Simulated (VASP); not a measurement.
# Sm (Fd-3m) in VASP: single point with PBEsol

Aim: the single point of Sm with PBEsol.

Everything below comes from runs of VASP 6.6.1. Logs are shortened: lines on timing, memory, paths and dates and some standing lists are left out, and cuts for length are marked.

### 1 The cell of the first run

It takes space group Fd-3m (No. 227, cubic). Conventional cell: a = 5.433 Å, b = 5.433 Å, c = 5.433 Å, α = 90.00°, β = 90.00°, γ = 90.00°. Within 3.1 Å of Sm (site symmetry -43m) lie 4 Sm at 2.35 Å.

### 2 Single point, PBEsol

INCAR

```
SYSTEM = Sm
PREC = Accurate
ENCUT = 520
EDIFF = 1E-7
ISMEAR = -1
SIGMA = 0.13605693000000002
LREAL = .False.
LASPH = .True.
NELM = 60
ALGO = Normal
ISIF = 2
LWAVE = .False.
LCHARG = .True.
GGA = PS
LELF = .True.
LVHAR = .True.
NBANDS = 23
```

KPOINTS

```
regular mesh
0
Gamma
  9 9 9
  0 0 0
```

POSCAR

```
Sm
1.0
    0.0000000000      2.7163615567      2.7163615567
    2.7163615567      0.0000000000      2.7163615567
    2.7163615567      2.7163615567      0.0000000000
Sm
2
Direct
    0.0000000000      0.0000000000      0.0000000000
    0.2500000000      0.2500000000      0.2500000000
```

Potentials or basis: VASP PAW PBE potentials, release 64 (Sm).

Run with:

```bash
$ cat potpaw_PBE.64/Sm/POTCAR > POTCAR
$ mpirun -np 1 vasp_std > vasp.out
```

OUTCAR:

```text
SYSTEM = Sm
   PREC = Accurate
   ENCUT = 520
   EDIFF = 1E-7
   ISMEAR = -1
   LREAL = .False.
   LASPH = .True.
   NELM = 60
   ISIF = 2
   GGA = PS

 ion  position               nearest neighbor table
   1  0.000  0.000  0.000-   2 2.35   2 2.35   2 2.35   2 2.35
   2  0.250  0.250  0.250-   1 2.35   1 2.35   1 2.35   1 2.35

  LATTYP: Found a face centered cubic cell.
 ALAT       =     5.4327231134

  Lattice vectors:

 A1 = (   0.0000000000,   2.7163615567,   2.7163615567)
 A2 = (   2.7163615567,   0.0000000000,   2.7163615567)
 A3 = (   2.7163615567,   2.7163615567,   0.0000000000)

Analysis of symmetry for initial positions (statically):
=====================================================================
 Subroutine PRICEL returns:
 Original cell was already a primitive cell.

 Routine SETGRP: Setting up the symmetry group for a
 face centered cubic supercell.

 Subroutine GETGRP returns: Found 48 space group operations
 (whereof 24 operations were pure point group operations)
 out of a pool of 48 trial point group operations.

The static configuration has the point symmetry T_d .
 The point group associated with its full space group is O_h .

Analysis of symmetry for dynamics (positions and initial velocities):
=====================================================================
 Subroutine PRICEL returns:
 Original cell was already a primitive cell.

 Routine SETGRP: Setting up the symmetry group for a
 face centered cubic supercell.

 Subroutine GETGRP returns: Found 48 space group operations
 (whereof 24 operations were pure point group operations)
 out of a pool of 48 trial point group operations.

The dynamic configuration has the point symmetry T_d .
 The point group associated with its full space group is O_h .

 Subroutine INISYM returns: Found 48 space group operations
 (whereof 24 operations are pure point group operations),
 and found     1 'primitive' translations

----------------------------------------------------------------------------------------

                                     Primitive cell

  volume of cell :      40.0860

  direct lattice vectors                    reciprocal lattice vectors
     0.000000000  2.716361557  2.716361557    -0.184069753  0.184069753  0.184069753
     2.716361557  0.000000000  2.716361557     0.184069753 -0.184069753  0.184069753
     2.716361557  2.716361557  0.000000000     0.184069753  0.184069753 -0.184069753

  length of vectors
     3.841515354  3.841515354  3.841515354     0.318818164  0.318818164  0.318818164

  position of ions in fractional coordinates (direct lattice)
     0.000000000  0.000000000  0.000000000
     0.250000000  0.250000000  0.250000000

  ion indices of the primitive-cell ions
   primitive index   ion index
                 1           1
                 2           2

----------------------------------------------------------------------------------------

 KPOINTS: regular mesh

Automatic generation of k-mesh.
 Grid dimensions read from file:
 generate k-points for:    9    9    9

 Generating k-lattice:

  Cartesian coordinates                     Fractional coordinates (reciprocal lattice)
    -0.020452195  0.020452195  0.020452195     0.111111111  0.000000000  0.000000000
     0.020452195 -0.020452195  0.020452195     0.000000000  0.111111111  0.000000000
     0.020452195  0.020452195 -0.020452195     0.000000000  0.000000000  0.111111111

  Length of vectors
     0.035424240  0.035424240  0.035424240

  Shift w.r.t. Gamma in fractional coordinates (k-lattice)
     0.000000000  0.000000000  0.000000000

 Subroutine IBZKPT returns following result:
 ===========================================

 Found     35 irreducible k-points:

 Following reciprocal coordinates:
            Coordinates               Weight
  0.000000  0.000000  0.000000      1.000000
  0.111111  0.000000  0.000000      8.000000
  0.222222  0.000000  0.000000      8.000000
  0.333333  0.000000  0.000000      8.000000
  0.444444  0.000000  0.000000      8.000000
  0.111111  0.111111  0.000000      6.000000
[... 16 lines left out ...]
 -0.333333  0.333333  0.000000     12.000000
  0.444444  0.444444  0.000000      6.000000
 [... further k-points ...]
   k-points           NKPTS =     35   k-points in BZ     NKDIM =     35   number of bands    NBANDS=     23
   number of dos      NEDOS =    301   number of ions     NIONS =      2
   total plane-waves  NPLWV =  27000
   dimension x,y,z NGX =    30 NGY =   30 NGZ =   30
   dimension x,y,z NGXF=    60 NGYF=   60 NGZF=   60
   ions per type =               2
   NGX,Y,Z   is equivalent  to a cutoff of  12.98, 12.98, 12.98 a.u.
   NGXF,Y,Z  is equivalent  to a cutoff of  25.97, 25.97, 25.97 a.u.
 SYSTEM =  Sm
   PREC   = accura    normal or accurate (medium, high low for compatibility)
   ISTART =      0    job   : 0-new  1-cont  2-samecut
   ICHARG =      2    charge: 1-file 2-atom 10-const
   ISPIN  =      1    spin polarized calculation?
   LNONCOLLINEAR =      F non collinear calculations
   LSORBIT =      F    spin-orbit coupling
   LASPH  =      T    aspherical Exc in radial PAW
   ENCUT  =  520.0 eV  38.22 Ry    6.18 a.u.   7.14  7.14  7.14*2*pi/ulx,y,z
   NELM   =     60;   NELMIN=  2; NELMDL= -5     # of ELM steps
   EDIFF  = 0.1E-06   stopping-criterion for ELM
   LREAL  =      F    real-space projection
   EDIFFG = 0.1E-05   stopping-criterion for IOM
   NSW    =      0    number of steps for IOM
   IBRION =     -1    ionic relax: 0-MD 1-quasi-New 2-CG
   NFREE  =      0    steps in history (QN), initial steepest desc. (CG)
   ISIF   =      2    stress and relaxation
   ISYM   =      2    0-nonsym 1-usesym 2-fastsym
   POTIM  = 0.5000    time-step for ionic-motion
   TEBEG  =    0.0;   TEEND  =   0.0 temperature during run
   PSTRESS=    0.0 pullay stress
   NELECT =      32.0000    total number of electrons
   NUPDOWN=      -1.0000    fix difference up-down
   EMIN   =  10.00;   EMAX   =-10.00  energy-range for DOS
   EFERMI =   0.00;   METHOD = LEGACY
   ISMEAR =    -1;   SIGMA  =   0.14  broadening in eV -4-tet -1-fermi 0-gaus
   EFERMI_NEDOS =   21; number of points for ismear=-14 and -15
   IALGO  =     38    algorithm
   IMIX   =      4    mixing-type and parameters
     AMIX     =   0.40;   BMIX     =  1.00
     AMIX_MAG =   1.60;   BMIX_MAG =  1.00
  volume/ion in A,a.u.               =      20.04       135.26
  Fermi-wavevector in a.u.,A,eV,Ry     =   1.518660  2.869851 31.379504  2.306329
  Thomas-Fermi vector in A             =   2.627751
   LORBIT       =      0    0 simple, 1 ext, 2 COOP (PROOUT), +10 PAW based schemes
   GGA     = PS    functional components
   LHFCALC =     F    Hartree Fock is set to
   AEXX    =    0.0000 exact exchange contribution
   IVDW    =     0    specifies the selected vdW correction
   LEPSILON=     F    determine dielectric tensor
   LRPA    =     F    only Hartree local field effects (RPA)
 non-spin polarized calculation
  energy-cutoff  :      520.00
  volume of cell :       40.09
 maximum number of plane-waves:      1091
 NGX is ok and might be reduce to    30
   NGX = 15   NGY = 15   NGZ = 15

 number of electron      31.9999999 magnetization

 Free energy of the ion-electron system (eV)
  ---------------------------------------------------
  ext. energy  EPLUGINS =         0.00000000
  ---------------------------------------------------
  free energy    TOTEN  =       -12.31694038 eV

  energy without entropy =      -11.70615161  energy(sigma->0) =      -12.01154599

 E-fermi :   4.7752     XC(G=0): -12.3986

 val. band max:        4.7723151596   @ k =  -0.3333   0.3333   0.1111
 cond. band min:       4.7771015001   @ k =  -0.4444   0.4444   0.0000
 fundamental gap:      0.0047863405
 Fermi energy:         4.7751784984

 k-point     1 :       0.0000    0.0000    0.0000
  band No.  band energies     occupation
      1     -36.4049      2.00000
      2     -31.9945      2.00000
      3     -16.3856      2.00000
      4     -16.3856      2.00000
      5     -16.3856      2.00000
      6     -12.3989      2.00000
[... 15 lines left out ...]
     22       5.7742      0.00129
     23       5.7742      0.00129

 k-point     2 :       0.1111    0.0000    0.0000
  band No.  band energies     occupation
      1     -36.3265      2.00000
      2     -32.1280      2.00000
      3     -16.4709      2.00000
      4     -16.4709      2.00000
      5     -16.3837      2.00000
      6     -12.2862      2.00000
[... 15 lines left out ...]
     22       5.7702      0.00133
     23       5.8080      0.00101

 k-point     3 :       0.2222    0.0000    0.0000
  band No.  band energies     occupation
      1     -36.1058      2.00000
      2     -32.4852      2.00000
      3     -16.6667      2.00000
      4     -16.6667      2.00000
      5     -16.4054      2.00000
      6     -11.9499      2.00000
[... 15 lines left out ...]
     22       5.7600      0.00144
     23       5.8060      0.00102

 k-point     4 :       0.3333    0.0000    0.0000
  band No.  band energies     occupation
      1     -35.7961      2.00000
      2     -32.9447      2.00000
      3     -16.8626      2.00000
      4     -16.8626      2.00000
      5     -16.4664      2.00000
      6     -11.6172      2.00000
[... 15 lines left out ...]
     22       5.7482      0.00157
     23       6.0068      0.00023

 k-point     5 :       0.4444    0.0000    0.0000
  band No.  band energies     occupation
      1     -35.5321      2.00000
      2     -33.3035      2.00000
      3     -16.9786      2.00000
      4     -16.9786      2.00000
      5     -16.5211      2.00000
      6     -11.4120      2.00000
[... 434 lines left out ...]
 k-point    22 :      -0.4444    0.3333    0.0000
  band No.  band energies     occupation
      1     -34.8877      2.00000
      2     -34.0733      2.00000
      3     -17.7795      2.00000
      4     -17.4518      2.00000
      5     -14.5885      2.00000
      6     -13.2324      2.00000
[... 15 lines left out ...]
     22       5.5996      0.00466
     23       5.7386      0.00168

 k-point    23 :      -0.3333    0.3333    0.0000
  band No.  band energies     occupation
      1     -35.0043      2.00000
      2     -33.9430      2.00000
      3     -17.8505      2.00000
      4     -17.3101      2.00000
      5     -14.8662      2.00000
      6     -12.7893      2.00000
[... 15 lines left out ...]
     22       5.5862      0.00514
     23       5.6858      0.00248

 k-point    24 :       0.4444    0.4444    0.0000
  band No.  band energies     occupation
      1     -34.8527      2.00000
      2     -34.1120      2.00000
      3     -17.5913      2.00000
      4     -17.5913      2.00000
      5     -14.3546      2.00000
      6     -13.7809      2.00000
[... 15 lines left out ...]
     22       5.6514      0.00319
     23       5.7753      0.00128

 [... further k-points ...]

------------------------ aborting loop because EDIFF is reached ----------------------------------------

  FORCE on cell =-STRESS in cart. coord.  units (eV):
  Direction    XX          YY          ZZ          XY          YZ          ZX
  --------------------------------------------------------------------------------------
  -------------------------------------------------------------------------------------
  Total        0.6189480      0.6189480      0.6189480     -0.0000000      0.0000000     -0.0000000
  in kB       24.7384229     24.7384229     24.7384229     -0.0000000      0.0000000     -0.0000000
  external PRESSURE =      24.7384229 kB  Pullay stress =       0.0000000 kB

 VOLUME and BASIS-vectors are now :
 -----------------------------------------------------------------------------
  energy-cutoff  :      520.00
  volume of cell :       40.09
      direct lattice vectors                 reciprocal lattice vectors
     0.000000000  2.716361557  2.716361557    -0.184069753  0.184069753  0.184069753
     2.716361557  0.000000000  2.716361557     0.184069753 -0.184069753  0.184069753
     2.716361557  2.716361557  0.000000000     0.184069753  0.184069753 -0.184069753

 POSITION                                       TOTAL-FORCE (eV/Angst)
 -----------------------------------------------------------------------------------
      0.00000      0.00000      0.00000         0.000000      0.000000      0.000000
      1.35818      1.35818      1.35818        -0.000000     -0.000000     -0.000000
 -----------------------------------------------------------------------------------
    total drift:                                0.000000     -0.000000     -0.000000

  FREE ENERGIE OF THE ION-ELECTRON SYSTEM (eV)
  ---------------------------------------------------
  free  energy   TOTEN  =       -12.3169403808 eV

  energy  without entropy=      -11.7061516077  energy(sigma->0) =      -12.01154599
```

It took 79 s on 1 thread of Intel Xeon Platinum 8488C (Sapphire Rapids), shared host; peak memory 0.19 GiB.

What came out:

```yaml
Free_energy: -12.3169 eV
Pressure: 2.5 GPa
Band_gap_on_the_k_mesh: zero (band 16 reaches 4.91 eV, above the bottom of band 17 at 4.34 eV)
```

Levels at points of the mesh, in eV from the Fermi level:
| k point | band 12 | band 13 | band 14 | band 15 | band 16 | band 17 | band 18 | band 19 |
| --- | --- | --- | --- | --- | --- | --- | --- | --- |
| (0.00, 0.00, 0.00) | -0.47 | -0.47 | -0.47 | -0.47 | -0.44 | -0.44 | 0.03 | 0.75 |

Caveat: the PAW data sets were made with another functional, which shifts forces and pressure a little; spin-orbit coupling is left out, which moves the levels of the heavy elements. Spin polarisation is off, so any magnetic state and its effect on volume and gap are missing.
